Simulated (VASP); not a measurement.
# NbAs (F-43m) in VASP: further runs

NbAs is run at these levels: PBEsol; tasks: single point.

All numbers are computed with VASP 6.6.1; they aren't measurements. Logs are shortened: lines on timing, memory, paths and dates and some standing lists are left out, and cuts for length are marked.

### Step 1. The cell of the first run

It takes space group F-43m (No. 216, cubic). Conventional cell: a = 5.745 Å, b = 5.745 Å, c = 5.745 Å, α = 90.00°, β = 90.00°, γ = 90.00°. Nb (site symmetry -43m) has 4 As at 2.49 Å within 3.3 Å. As (site symmetry -43m) has 4 Nb at 2.49 Å within 3.3 Å.

### Step 2. Single point, PBEsol, collinear spin

The input, INCAR:

```
PREC = Accurate ; ENCUT = 520
EDIFF = 1E-6 ; ISMEAR = 0
SIGMA = 0.1 ; LREAL = False
LASPH = True ; NELM = 150
ALGO = Normal ; ISIF = 2
LWAVE = False ; LCHARG = False
ISPIN = 2 ; MAGMOM = 0.7 -0.01
LORBIT = 11 ; NUPDOWN = 1.0
LMAXMIX = 4 ; GGA = PS
NBANDS = 20
```

The input, KPOINTS:

```
Automatic mesh
0
Gamma
  12 12 12
```

The input, POSCAR:

```
NbAs
1.0
    0.0000000000      2.8723581278      2.8723581278
    2.8723581278      0.0000000000      2.8723581278
    2.8723581278      2.8723581278      0.0000000000
Nb As
1 1
Direct
    0.0000000000      0.0000000000      0.0000000000
    0.2500000000      0.2500000000      0.2500000000
```

Potentials or basis: VASP PAW PBE potentials, release 64 (Nb_sv, As).

Started as:

```console
$ cat potpaw_PBE.64/Nb_sv/POTCAR potpaw_PBE.64/As/POTCAR > POTCAR
$ mpirun -np 1 vasp_std > vasp.out
```

OUTCAR:

```text
PREC = Accurate
   ENCUT = 520
   EDIFF = 1E-6
   ISMEAR = 0
   LREAL = False
   LASPH = True
   NELM = 150
   ISIF = 2
   ISPIN = 2
   LORBIT = 11
   NUPDOWN = 1.0
   GGA = PS

 ion  position               nearest neighbor table
   1  0.000  0.000  0.000-   2 2.49   2 2.49   2 2.49   2 2.49
   2  0.250  0.250  0.250-   1 2.49   1 2.49   1 2.49   1 2.49

  LATTYP: Found a face centered cubic cell.
 ALAT       =     5.7447162556

  Lattice vectors:

 A1 = (   0.0000000000,   2.8723581278,   2.8723581278)
 A2 = (   2.8723581278,   0.0000000000,   2.8723581278)
 A3 = (   2.8723581278,   2.8723581278,   0.0000000000)

Analysis of symmetry for initial positions (statically):
=====================================================================
 Subroutine PRICEL returns:
 Original cell was already a primitive cell.

 Routine SETGRP: Setting up the symmetry group for a
 face centered cubic supercell.

 Subroutine GETGRP returns: Found 24 space group operations
 (whereof 24 operations were pure point group operations)
 out of a pool of 48 trial point group operations.

The static configuration has the point symmetry T_d .

Analysis of symmetry for dynamics (positions and initial velocities):
=====================================================================
 Subroutine PRICEL returns:
 Original cell was already a primitive cell.

 Routine SETGRP: Setting up the symmetry group for a
 face centered cubic supercell.

 Subroutine GETGRP returns: Found 24 space group operations
 (whereof 24 operations were pure point group operations)
 out of a pool of 48 trial point group operations.

The dynamic configuration has the point symmetry T_d .

Analysis of structural, dynamic, and magnetic symmetry:
=====================================================================
 Subroutine PRICEL returns:
 Original cell was already a primitive cell.

 Routine SETGRP: Setting up the symmetry group for a
 face centered cubic supercell.

 Subroutine GETGRP returns: Found 24 space group operations
 (whereof 24 operations were pure point group operations)
 out of a pool of 48 trial point group operations.

The overall configuration has the point symmetry T_d .

 Subroutine INISYM returns: Found 24 space group operations
 (whereof 24 operations are pure point group operations),
 and found     1 'primitive' translations

----------------------------------------------------------------------------------------
[... 114 lines left out ...]
  volume/ion in A,a.u.               =      23.70       159.92
  Fermi-wavevector in a.u.,A,eV,Ry     =   1.185542  2.240350 19.123134  1.405511
  Thomas-Fermi vector in A             =   2.321734
   LORBIT       =     11    0 simple, 1 ext, 2 COOP (PROOUT), +10 PAW based schemes
   GGA     = PS    functional components
   LHFCALC =     F    Hartree Fock is set to
   AEXX    =    0.0000 exact exchange contribution
   IVDW    =     0    specifies the selected vdW correction
   LEPSILON=     F    determine dielectric tensor
   LRPA    =     F    only Hartree local field effects (RPA)
 spin polarized calculation
 Gauss-broadening in eV      SIGMA  =   0.10
  energy-cutoff  :      520.00
  volume of cell :       47.40
 maximum number of plane-waves:      1303
   NGX = 15   NGY = 15   NGZ = 15

 number of electron      18.0000000 magnetization       0.9999981

 Free energy of the ion-electron system (eV)
  ---------------------------------------------------
  ext. energy  EPLUGINS =         0.00000000
  ---------------------------------------------------
  free energy    TOTEN  =       -15.28571505 eV

  energy without entropy =      -15.27108097  energy(sigma->0) =      -15.27839801

 E-fermi :   5.8709     XC(G=0): -10.2136

 val. band max:        6.0803401790   @ k =  -0.4167   0.3333   0.0000
 cond. band min:       5.8719925838   @ k =  -0.2500   0.3333   0.0833
 fundamental gap:     -0.2083475951
 Fermi energy:         6.0809985535

 spin component 1

 k-point     1 :       0.0000    0.0000    0.0000
  band No.  band energies     occupation
      1     -49.4049      1.00000
      2     -25.5499      1.00000
      3     -25.5499      1.00000
      4     -25.5499      1.00000
      5      -5.8442      1.00000
      6       2.4187      1.00000
[... 541 lines left out ...]
     19      19.5030      0.00000
     20      19.5354      0.00000

 [... further k-points ...]

 spin component 2

 k-point     1 :       0.0000    0.0000    0.0000
  band No.  band energies     occupation
      1     -48.9003      1.00000
      2     -24.9755      1.00000
      3     -24.9755      1.00000
      4     -24.9755      1.00000
      5      -5.7616      1.00000
      6       2.6955      1.00000
[... 541 lines left out ...]
     19      19.7800      0.00000
     20      19.8333      0.00000

 [... further k-points ...]

------------------------ aborting loop because EDIFF is reached ----------------------------------------

  FORCE on cell =-STRESS in cart. coord.  units (eV):
  Direction    XX          YY          ZZ          XY          YZ          ZX
  --------------------------------------------------------------------------------------
  -------------------------------------------------------------------------------------
  Total        0.5131252      0.5131252      0.5131252      0.0000000      0.0000000      0.0000000
  in kB       17.3455553     17.3455553     17.3455553      0.0000000      0.0000000      0.0000000
  external PRESSURE =      17.3455553 kB  Pullay stress =       0.0000000 kB

 VOLUME and BASIS-vectors are now :
 -----------------------------------------------------------------------------
  energy-cutoff  :      520.00
  volume of cell :       47.40
      direct lattice vectors                 reciprocal lattice vectors
     0.000000000  2.872358128  2.872358128    -0.174073001  0.174073001  0.174073001
     2.872358128  0.000000000  2.872358128     0.174073001 -0.174073001  0.174073001
     2.872358128  2.872358128  0.000000000     0.174073001  0.174073001 -0.174073001

 POSITION                                       TOTAL-FORCE (eV/Angst)
 -----------------------------------------------------------------------------------
      0.00000      0.00000      0.00000        -0.000000     -0.000000     -0.000000
      1.43618      1.43618      1.43618         0.000000      0.000000      0.000000
 -----------------------------------------------------------------------------------
    total drift:                                0.000000      0.000000      0.000000

  FREE ENERGIE OF THE ION-ELECTRON SYSTEM (eV)
  ---------------------------------------------------
  free  energy   TOTEN  =       -15.2857150532 eV

  energy  without entropy=      -15.2710809690  energy(sigma->0) =      -15.27839801

 total charge

# of ion       s       p       d       tot
------------------------------------------
    1        2.165   5.977   2.539  10.682
    2        1.216   1.692   0.064   2.972
--------------------------------------------------
tot          3.381   7.669   2.603  13.654

 magnetization (x)

# of ion       s       p       d       tot
------------------------------------------
    1        0.008   0.003   0.757   0.769
    2       -0.007  -0.035   0.024  -0.018
--------------------------------------------------
tot          0.001  -0.031   0.781   0.750
```

Run time: 2 min. Hardware: 1 thread of Intel Xeon Platinum 8488C (Sapphire Rapids), shared host; peak memory 0.26 GiB.

What came out:

| Property | Result |
| --- | --- |
| Free energy | -15.2857 eV |
| Pressure | 1.7 GPa |
| Net moment | 1.00 μB per cell |
| Site moments | Nb +0.77; As -0.02 μB |
| Valence electrons inside the program's atomic spheres | Nb 10.68; As 2.97 |

Caveat: the PAW data sets were made with another functional, which shifts forces and pressure a little; the total moment is fixed, so each spin has its own Fermi level.

(Part 1 of 2 ends here.)
